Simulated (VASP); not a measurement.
Set up this calculation in VASP 6.6.1, as the native input.

* Task: single point
* Functional: PBE
* Potentials or basis: VASP PAW PBE potentials, release 64 (Mg, Sb)
* Cutoff: 600 eV
* k mesh: 12 × 12 × 6
* Occupations: gaussian, width 0.01 eV
* Spin: no spin polarisation
* Dipole correction: no
* Further INCAR settings: ALGO = Normal; EDIFF = 1e-06; NBANDS = 16

The structure of Mg3Sb2 lies in POSCAR:

```
Mg3Sb2
1.0
    4.5938670597      0.0000000000      0.0000000000
   -2.2969335298      3.9784055753      0.0000000000
    0.0000000000      0.0000000000      7.4197609360
Mg Sb
3 2
Direct
    0.3333333333      0.6666666667      0.6310342064
    0.6666666667      0.3333333333      0.3689657936
    0.0000000000      0.0000000000      0.0000000000
    0.3333333333      0.6666666667      0.2273549629
    0.6666666667      0.3333333333      0.7726450371
```

This cell differs from its parent crystal: strain along c alone, the other axes held: +2.0 %, then relaxed in part.

The input as run:

INCAR

```
SYSTEM = Mg3Sb2
ALGO     = Normal         ! electronic algorithm
EDIFF    = 1E-6           ! SCF threshold, eV
ENCUT    = 600            ! plane-wave cutoff, eV
GGA      = PE             ! functional
GGA_COMPAT= .False.      
ISIF     = 2              ! what is computed and relaxed
ISMEAR   = 0              ! smearing method
LASPH    = .True.         ! aspherical terms in the spheres
LCHARG   = .False.        ! write CHGCAR
LREAL    = .False.        ! projectors in reciprocal space
LWAVE    = .False.        ! write WAVECAR
NBANDS   = 16             ! bands
NELM     = 120            ! most SCF steps
PREC     = Accurate       ! precision mode
SIGMA    = 0.01           ! smearing width, eV
```

KPOINTS

```
k-points
0
Gamma
  12 12 6
  0 0 0
```

Potentials or basis: VASP PAW PBE potentials, release 64 (Mg, Sb).

The run is started by

```bash
$ cat potpaw_PBE.64/Mg/POTCAR potpaw_PBE.64/Sb/POTCAR > POTCAR
$ mpirun -np 1 vasp_std > vasp.out
```

It gave:

```yaml
Pressure: -0.7 GPa
Largest_force: 0.014 eV/Å
Band_gap_on_the_k_mesh: 0.16 eV (least direct gap 1.02 eV)
```

Caveat: the cell differs from its parent crystal (strain along c alone, the other axes held: +2.0 %, then relaxed in part); spin-orbit coupling is left out, which moves the levels of the heavy elements.

Wall time 2.6 min on 1 thread of Intel(R) Xeon(R) 6975P-C (Granite Rapids), with other jobs on the host, peak memory 0.47 GiB.
